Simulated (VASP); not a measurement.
Wanted: the native input for a VASP 6.6.1 run.

```
Task                   : single point
Functional             : PBE
Potentials or basis    : VASP PAW PBE potentials, release 64 (Ag)
Cutoff                 : 500 eV
k mesh                 : 16 × 16 × 16
Occupations            : gaussian, width 0.1 eV
Spin                   : no spin polarisation
Dipole correction      : no
Further INCAR settings : ALGO = Normal; EDIFF = 1e-06; NBANDS = 12
```

The structure of Ag lies in POSCAR:

```
Ag
1.0
    0.0216568600      2.0609362630      2.0441624120
    2.1689753910     -0.0028194780      2.0686387500
    2.1792726150      2.0957098250     -0.0131167020
Ag
1
Direct
    0.0000000000      0.0000000000      0.0000000000
```

This cell differs from its parent crystal: the cell strained at random.

These files were run (other wordings do the same):

INCAR

```
  PREC = Accurate
  ENCUT = 500
  EDIFF = 1E-6
  ISMEAR = 0
  SIGMA = 0.1
  LREAL = F
  LASPH = T
  NELM = 120
  ALGO = Normal
  ISIF = 2
  LWAVE = F
  LCHARG = F
  GGA = PE
  NBANDS = 12
  GGA_COMPAT = F
```

KPOINTS

```
regular mesh
0
Gamma
  16 16 16
```

Potentials or basis: VASP PAW PBE potentials, release 64 (Ag).

Command:

```console
$ cat potpaw_PBE.64/Ag/POTCAR > POTCAR
$ mpirun -np 1 vasp_std > vasp.out
```

Results of the run:

| Quantity | Value |
| --- | --- |
| Pressure | -3.2 GPa |
| Band gap on the k mesh | zero (an odd number of electrons rules out a gap without spin polarisation) |

Caveat: the cell differs from its parent crystal (the cell strained at random); the cell stands under tension.

Run time: 6.8 min on 1 thread of Intel Xeon 8259CL, with other jobs on the host, peak memory 0.51 GiB.
